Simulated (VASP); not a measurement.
Runs of VASP 6.6.1 on Sn. It takes space group Fd-3m (No. 227, cubic). The conventional cell has a = 6.467 Å, b = 6.467 Å, c = 6.467 Å, α = 90.00°, β = 90.00°, γ = 90.00°. Within 3.7 Å of Sn (site symmetry -43m) lie 4 Sn at 2.80 Å. 

```csv
k mesh,gap on the mesh (eV),pressure (GPa)
4 × 4 × 4,none,2.2
5 × 5 × 5,none,1.7
3 × 3 × 3,none,3.4
2 × 2 × 2,none,(a)
```

Alike in all rows: task single point; level PBEsol; potentials or basis VASP PAW PBE potentials, release 64 (Sn_d); no spin polarisation; cell as given; cutoff (eV) 500; smearing methfessel-paxton 0.1 eV.

Question: Estimate the missing entries.

Answer: (a) 10.9.

Caveats: some runs use coarse meshes; the PAW data sets were made with another functional, which shifts forces and pressure a little; spin-orbit coupling is left out, which moves the levels of the heavy elements.

A k mesh can miss the band edges, and the runs leave out spin-orbit coupling on Sn.

A gap of «none» marks levels without a gap at the run's occupations.
